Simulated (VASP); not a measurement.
TlBr:

```xyz
2
Lattice="3.9462 0.0000 0.0000 0.0000 3.9462 0.0000 0.0000 0.0000 3.9462" Properties=species:S:1:pos:R:3 pbc="T T T"
Tl    0.0000    0.0000    0.0000
Br    1.9731    1.9731    1.9731
```

Base run:

* Program: VASP 6.6.1
* Functional: r2SCAN
* Potentials or basis: VASP PAW PBE potentials, release 64 (Tl_d, Br)
* Cutoff: 550 eV
* k mesh: 4 × 4 × 4
* Occupations: gaussian, width 0.01 eV
* Spin: no spin polarisation

Its results: band gap on the k mesh 2.23 eV; pressure 1.1 GPa.

Problem. After a change of settings the same cell gave: band gap on the k mesh 2.63 eV; pressure 1.4 GPa. Which change was it?
A. functional from r2SCAN to PBE-based screened hybrid with 40 % exact exchange; cutoff from 550 eV to 400 eV
B. k mesh from 4 × 4 × 4 to 2 × 2 × 2
C. functional from r2SCAN to PBE-based screened hybrid with 5 % exact exchange; cutoff from 550 eV to 400 eV
D. functional from r2SCAN to PBE; cutoff from 550 eV to 500 eV; k mesh from 4 × 4 × 4 to 2 × 2 × 2

Solution. A.

Caveats: the PAW data sets were made with another functional, which shifts forces and pressure a little; spin-orbit coupling is left out, which moves the levels of the heavy elements.
